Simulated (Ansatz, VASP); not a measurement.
## Two plane-wave programs on Ba2Na3

File INCAR:

```
SYSTEM = Ba2Na3
ALGO = Normal
EDIFF = 1E-6
ENCUT = 520
GGA = PE
ISIF = 2
ISMEAR = 0
LASPH = .True.
LCHARG = .False.
LREAL = .False.
LWAVE = .False.
NBANDS = 28
NELM = 60
PREC = Accurate
SIGMA = 0.1
```

Contents of KPOINTS:

```
k-points
0
Gamma
  4 4 4
  0 0 0
```

Contents of POSCAR:

```
Ba2Na3
1.0
    5.0821595500      0.0000000000      0.0000000000
    0.0000000000      5.0821595500      0.0000000000
    0.0000000000      0.0000000000      5.0821595500
Na Ba
3 2
Direct
    0.5000000000      0.0000000000      0.0000000000
    0.0000000000      0.5000000000      0.0000000000
    0.0000000000      0.0000000000      0.5000000000
    0.5000000000      0.5000000000      0.5000000000
    0.0000000000      0.0000000000      0.0000000000
```

Input for Ansatz:

```yaml
crystal:
  lattice:
    - [5.08215955, 0.0, 0.0]
    - [0.0, 5.08215955, 0.0]
    - [0.0, 0.0, 5.08215955]
  atoms:
    - { symbol: Na, position: [0.5, 0.0, 0.0] }
    - { symbol: Na, position: [0.0, 0.5, 0.0] }
    - { symbol: Na, position: [0.0, 0.0, 0.5] }
    - { symbol: Ba, position: [0.5, 0.5, 0.5] }
    - { symbol: Ba, position: [0.0, 0.0, 0.0] }
basis:
  ecutwfc: 420
kpoints:
  mp_grid: { grid: [4, 4, 4] }
hamiltonian:
  xc: pbe
scf:
  occupations: { method: gaussian, width: 0.1 }
  lower_state_search: "off"
output:
  forces: true
  stress: true
  eigenvalues: true
```

Alike in both runs: task single point; functional PBE; k mesh 4 × 4 × 4; occupations gaussian, width 0.1 eV; no spin polarisation.

|  | VASP | Ansatz |
| --- | --- | --- |
| version | VASP 6.6.1 | Ansatz 0.2.0 |
| potentials or method | VASP PAW PBE potentials, release 64 (Na_pv, Ba_sv), cutoff 520 eV | scalar-relativistic, plane waves, PAW |
| valence electrons in the cell | 41 | 47 |

VASP gave:

* gap on the k mesh at the Fermi level (eV): none
* pressure (GPa): 20.8

Question: Estimate Ansatz's values.

Answer: gap on the k mesh at the Fermi level (eV): none; pressure (GPa): 20.6.

A gap of «none» marks a metal or a gap that the smearing closes. VASP's potentials hold 41 valence electrons a cell and Ansatz's 47, so a difference there can come from the potentials and not from the codes.

Neither program's run includes spin-orbit coupling.
